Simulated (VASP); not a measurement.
# Ge (P6/mmm) in VASP: notebook, part 2 of 2

VASP 6.6.1. The steps go on from the part before.

## 4. Single point, BLYP (volume scaled by 0.92)

Input file INCAR:

```
SYSTEM = Ge
PREC = Accurate
ENCUT = 520
EDIFF = 1E-6
ISMEAR = -1
SIGMA = 0.1
LREAL = .FALSE.
LASPH = .TRUE.
NELM = 80
ALGO = Normal
ISIF = 2
LWAVE = .FALSE.
LCHARG = .FALSE.
GGA = B5
ALDAX = 1.0
AGGAX = 1.0
AGGAC = 1.0
ALDAC = 0.0
NBANDS = 28
```

Input file KPOINTS:

```
regular mesh
0
G
  8 8 12
  0 0 0
```

Input file POSCAR:

```
Ge
1.0
    4.9313964596      0.0000000000      0.0000000000
   -2.4656982298      4.2707146101      0.0000000000
    0.0000000000      0.0000000000      2.8296048626
Ge
3
Direct
    0.0000000000      0.0000000000      0.0000000000
    0.3333333333      0.6666666667      0.5000000000
    0.6666666667      0.3333333333      0.5000000000
```

Potentials or basis: VASP PAW PBE potentials, release 64 (Ge_d).

Run with:

```console
$ cat potpaw_PBE.64/Ge_d/POTCAR > POTCAR
$ mpirun -np 1 vasp_std > vasp.out
```

OUTCAR:

```text
SYSTEM = Ge
   PREC = Accurate
   ENCUT = 520
   EDIFF = 1E-6
   ISMEAR = -1
   LREAL = .FALSE.
   LASPH = .TRUE.
   NELM = 80
   ISIF = 2
   GGA = B5

 ion  position               nearest neighbor table
   1  0.000  0.000  0.000-
   2  0.333  0.667  0.500-   3 2.85   3 2.85   3 2.85
   3  0.667  0.333  0.500-   2 2.85   2 2.85   2 2.85

  LATTYP: Found a hexagonal cell.
 ALAT       =     4.9313964596
 C/A-ratio  =     0.5737938302

  Lattice vectors:

 A1 = (   4.9313964596,   0.0000000000,   0.0000000000)
 A2 = (  -2.4656982298,   4.2707146101,   0.0000000000)
 A3 = (   0.0000000000,   0.0000000000,   2.8296048626)

Analysis of symmetry for initial positions (statically):
=====================================================================
 Subroutine PRICEL returns:
 Original cell was already a primitive cell.

 Routine SETGRP: Setting up the symmetry group for a
 hexagonal supercell.

 Subroutine GETGRP returns: Found 24 space group operations
 (whereof 24 operations were pure point group operations)
 out of a pool of 24 trial point group operations.

The static configuration has the point symmetry D_6h.

Analysis of symmetry for dynamics (positions and initial velocities):
=====================================================================
 Subroutine PRICEL returns:
 Original cell was already a primitive cell.

 Routine SETGRP: Setting up the symmetry group for a
 hexagonal supercell.

 Subroutine GETGRP returns: Found 24 space group operations
 (whereof 24 operations were pure point group operations)
 out of a pool of 24 trial point group operations.

The dynamic configuration has the point symmetry D_6h.

 Subroutine INISYM returns: Found 24 space group operations
 (whereof 24 operations are pure point group operations),
 and found     1 'primitive' translations

[... 103 lines left out ...]
   ISYM   =      2    0-nonsym 1-usesym 2-fastsym
   POTIM  = 0.5000    time-step for ionic-motion
   TEBEG  =    0.0;   TEEND  =   0.0 temperature during run
   PSTRESS=    0.0 pullay stress
   NELECT =      42.0000    total number of electrons
   NUPDOWN=      -1.0000    fix difference up-down
   EMIN   =  10.00;   EMAX   =-10.00  energy-range for DOS
   EFERMI =   0.00;   METHOD = LEGACY
   ISMEAR =    -1;   SIGMA  =   0.10  broadening in eV -4-tet -1-fermi 0-gaus
   EFERMI_NEDOS =   21; number of points for ismear=-14 and -15
   IALGO  =     38    algorithm
   IMIX   =      4    mixing-type and parameters
     AMIX     =   0.40;   BMIX     =  1.00
     AMIX_MAG =   1.60;   BMIX_MAG =  1.00
  volume/ion in A,a.u.               =      19.86       134.05
  Fermi-wavevector in a.u.,A,eV,Ry     =   1.456887  2.753117 28.878630  2.122519
  Thomas-Fermi vector in A             =   2.573753
   LORBIT       =      0    0 simple, 1 ext, 2 COOP (PROOUT), +10 PAW based schemes
   GGA     = B5    functional components
   LHFCALC =     F    Hartree Fock is set to
   AEXX    =    0.0000 exact exchange contribution
   IVDW    =     0    specifies the selected vdW correction
   LEPSILON=     F    determine dielectric tensor
   LRPA    =     F    only Hartree local field effects (RPA)
 non-spin polarized calculation
  energy-cutoff  :      520.00
  volume of cell :       59.59
 maximum number of plane-waves:      1631
 NGX is ok and might be reduce to    40
   NGX = 19   NGY = 19   NGZ = 11

 number of electron      41.9999991 magnetization

 Free energy of the ion-electron system (eV)
  ---------------------------------------------------
  ext. energy  EPLUGINS =         0.00000000
  ---------------------------------------------------
  free energy    TOTEN  =        -9.97609992 eV

  energy without entropy =       -9.93266492  energy(sigma->0) =       -9.95438242

 E-fermi :   6.6047     XC(G=0): -10.4325

 val. band max:        6.5865860095   @ k =   0.1250  -0.0000   0.4167
 cond. band min:       6.6068495938   @ k =   0.2500   0.2500   0.3333
 fundamental gap:      0.0202635843
 Fermi energy:         6.6047194518

 k-point     1 :       0.0000    0.0000    0.0000
  band No.  band energies     occupation
      1     -18.2329      2.00000
      2     -18.1822      2.00000
      3     -18.1822      2.00000
      4     -18.1332      2.00000
      5     -18.1331      2.00000
      6     -18.0135      2.00000
[... 733 lines left out ...]
     27      11.9475      0.00000
     28      16.4372      0.00000

 [... further k-points ...]
[... 5 lines left out ...]
  --------------------------------------------------------------------------------------
  -------------------------------------------------------------------------------------
  Total        1.8028786      1.8028786      1.4363945      0.0000000      0.0000000      0.0000000
  in kB       48.4708699     48.4708699     38.6178458      0.0000000      0.0000000      0.0000000
  external PRESSURE =      45.1865285 kB  Pullay stress =       0.0000000 kB

 VOLUME and BASIS-vectors are now :
 -----------------------------------------------------------------------------
  energy-cutoff  :      520.00
  volume of cell :       59.59
      direct lattice vectors                 reciprocal lattice vectors
     4.931396460  0.000000000  0.000000000     0.202782317  0.117076425  0.000000000
    -2.465698230  4.270714610  0.000000000     0.000000000  0.234152851  0.000000000
     0.000000000  0.000000000  2.829604863     0.000000000  0.000000000  0.353406235

 POSITION                                       TOTAL-FORCE (eV/Angst)
 -----------------------------------------------------------------------------------
      0.00000      0.00000      0.00000         0.000000      0.000000      0.000000
     -0.00000      2.84714      1.41480         0.000000      0.000000      0.000000
      2.46570      1.42357      1.41480        -0.000000     -0.000000     -0.000000
 -----------------------------------------------------------------------------------
    total drift:                               -0.000000      0.000000      0.000000

  FREE ENERGIE OF THE ION-ELECTRON SYSTEM (eV)
  ---------------------------------------------------
  free  energy   TOTEN  =        -9.9760999205 eV

  energy  without entropy=       -9.9326649163  energy(sigma->0) =       -9.95438242
```

OSZICAR:

```text
N       E                     dE             d eps       ncg     rms          rms(c)
DAV:   1     0.316796276442E+03    0.31680E+03   -0.21430E+04  4472   0.425E+03
DAV:   2     0.413997694732E+02   -0.27540E+03   -0.26899E+03  3920   0.703E+02
DAV:   3    -0.776581362979E+01   -0.49166E+02   -0.48467E+02  4364   0.180E+02
DAV:   4    -0.995520440600E+01   -0.21894E+01   -0.21793E+01  4468   0.434E+01
DAV:   5    -0.999579828694E+01   -0.40594E-01   -0.40573E-01  4168   0.669E+00    0.154E+00
DAV:   6    -0.997574793997E+01    0.20050E-01   -0.60535E-02  5600   0.947E+00    0.849E-01
DAV:   7    -0.997552745091E+01    0.22049E-03   -0.30817E-02  4384   0.186E+00    0.272E-01
DAV:   8    -0.997591982231E+01   -0.39237E-03   -0.27163E-03  4312   0.702E-01    0.728E-02
DAV:   9    -0.997608545865E+01   -0.16564E-03   -0.43711E-04  4264   0.262E-01    0.268E-02
DAV:  10    -0.997609991418E+01   -0.14456E-04   -0.45423E-05  4820   0.700E-02    0.488E-03
DAV:  11    -0.997609992049E+01   -0.63055E-08   -0.53383E-06  4332   0.440E-02
   1 F= -.99760999E+01 E0= -.99543824E+01  d E =-.434350E-01
```

Wall time 51 s (1 thread of Intel Xeon 6975P-C (Granite Rapids), shared host); peak memory 0.23 GiB.

What came out:

- Free energy: -9.9761 eV
- Pressure: 4.5 GPa
- Band gap on the k mesh: zero (band 21 reaches 8.23 eV, above the bottom of band 22 at 3.80 eV)

Caveat: the PAW data sets were made with another functional, which shifts forces and pressure a little.

## 5. Overview

| cell | k mesh | gap on the mesh (eV) | pressure (GPa) |
| --- | --- | --- | --- |
| a = 5.070, b = 5.070, c = 2.909 Å, angles 90.0, 90.0, 120.0°, 3 atoms | 8 × 8 × 11 | none | -0.3 |
| a = 4.859, b = 4.859, c = 2.788 Å, angles 90.0, 90.0, 120.0°, 3 atoms | 8 × 8 × 12 | none | 8.0 |
| a = 4.931, b = 4.931, c = 2.830 Å, angles 90.0, 90.0, 120.0°, 3 atoms | 8 × 8 × 12 | none | 4.5 |

Alike in all rows: task single point; level BLYP; potentials or basis VASP PAW PBE potentials, release 64 (Ge_d); no spin polarisation; cutoff (eV) 520; smearing fermi-dirac 0.1 eV.

Caveats: the PAW data sets were made with another functional, which shifts forces and pressure a little.

Total energies depend on the potentials used, so only differences within one code and one set of settings carry meaning.
